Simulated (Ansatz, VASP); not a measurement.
**One calculation of NiO2, two programs**

```xyz
3
Lattice="2.8624 0.0000 0.0000 -1.4312 2.4789 0.0000 0.0000 0.0000 4.7038" Properties=species:S:1:pos:R:3 pbc="T T T"
Ni    0.0000    0.0000    2.3519
O     1.4312    0.8263    3.1755
O     0.0000    1.6526    1.5283
```

Alike in both runs: task single point; functional PBEsol; k mesh 12 × 12 × 6; occupations gaussian, width 0.05 eV; no spin polarisation.

|  | VASP | Ansatz |
| --- | --- | --- |
| version | VASP 6.6.1 | Ansatz 0.2.0 |
| potentials or method | VASP PAW PBE potentials, release 64 (Ni_sv_GW, O), cutoff 700 eV | scalar-relativistic, plane waves, PAW |
| valence electrons in the cell | 30 | 30 |

VASP gave:

```
gap on the k mesh at the Fermi level (eV)                     : 0.83
least direct gap on the mesh (eV)                             : 1.27
pressure (GPa)                                                : 2.9
traceless stress, the component that is largest in VASP (GPa) : 7.18
rms of the force components (eV/Å)                            : 0.664
```

Task: What did Ansatz give for the same quantities?

Result: gap on the k mesh at the Fermi level (eV): 0.84; least direct gap on the mesh (eV): 1.27; pressure (GPa): 3.2; traceless stress, the component that is largest in VASP (GPa): 7.72; rms of the force components (eV/Å): 0.650.

VASP's potentials were made for PBE, not for PBEsol. Atom by atom the forces differ by 0.014 eV/Å (rms over components).
